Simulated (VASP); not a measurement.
A run of VASP 6.6.1 is set up as follows.

The input INCAR:

```
SYSTEM = Ir2Rh
ALGO = Fast ; EDIFF = 1E-6
ENCUT = 520 ; GGA = PE
ISIF = 2 ; ISMEAR = 0
LASPH = .TRUE. ; LCHARG = .TRUE.
LELF = .TRUE. ; LREAL = .FALSE.
LVHAR = .TRUE. ; LWAVE = .FALSE.
NBANDS = 24 ; NELM = 80
PREC = Accurate ; SIGMA = 0.1
```

The input KPOINTS:

```
k-points
0
G
  18 18 8
  0 0 0
```

POSCAR

```
Ir2Rh
1.0
    2.6431352427      0.0000000000      0.0000000000
   -1.3215676213      2.2890222658      0.0000000000
    0.0000000000      0.0000000000      6.4702761988
Ir Rh
2 1
Direct
    0.3333333333      0.6666666667      0.6672378762
    0.6666666667      0.3333333333      0.3327621238
    0.0000000000      0.0000000000      0.0000000000
```

Potentials or basis: VASP PAW PBE potentials, release 64 (Ir, Rh_pv).

Command:

```bash
$ cat potpaw_PBE.64/Ir/POTCAR potpaw_PBE.64/Rh_pv/POTCAR > POTCAR
$ mpirun -np 1 vasp_std > vasp.out
```

(1) What does it give for the largest force?

(2) Estimate the pressure.

(3) Predict the band gap on the k mesh.

Answers

(1) 0.051 eV/Å.

(2) 38.8 GPa.

(3) zero (an odd number of electrons rules out a gap without spin polarisation).

Caveat: the cell stands under pressure; spin-orbit coupling is left out, which moves the levels of the heavy elements.
